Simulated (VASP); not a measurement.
Runs of VASP 6.6.1 on Al2O3. The structure is that of space group P-6m2 (No. 187), or close to it. The cells are those of the table. 

```tsv
cell	gap on the mesh (eV)	pressure (GPa)	largest force (eV/Å)
a = 2.918, b = 2.918, c = 8.835 Å, angles 90.0, 90.0, 120.0°, 5 atoms	4.26	(b)	1.33
a = 2.600, b = 2.600, c = 11.125 Å, angles 90.0, 90.0, 120.0°, 5 atoms	(a)	18.5	3.74
a = 2.877, b = 2.877, c = 9.089 Å, angles 90.0, 90.0, 120.0°, 5 atoms	(c)	-1.4	0.64
a = 3.057, b = 3.057, c = 8.049 Å, angles 90.0, 90.0, 120.0°, 5 atoms	2.71	-8.3	3.74
a = 2.749, b = 2.749, c = 9.953 Å, angles 90.0, 90.0, 120.0°, 5 atoms	5.63	6.2	1.48
```

Alike in all rows: task single point; level LDA; potentials or basis VASP PAW LDA potentials, release 64 (Al, O); no spin polarisation; k mesh 12 × 12 × 4; cutoff (eV) 520; smearing gaussian 0.05 eV.

Question: Estimate the missing entries.

Answer: (a) 3.54; (b) -3.3; (c) 4.73.

Caveats: forces of over 1 eV/Å act on the atoms, so gaps and moduli don't describe the material at rest (at least some runs); the cell stands under tension (at least some runs); the cell stands under pressure (at least some runs).

A k mesh can miss the band edges.
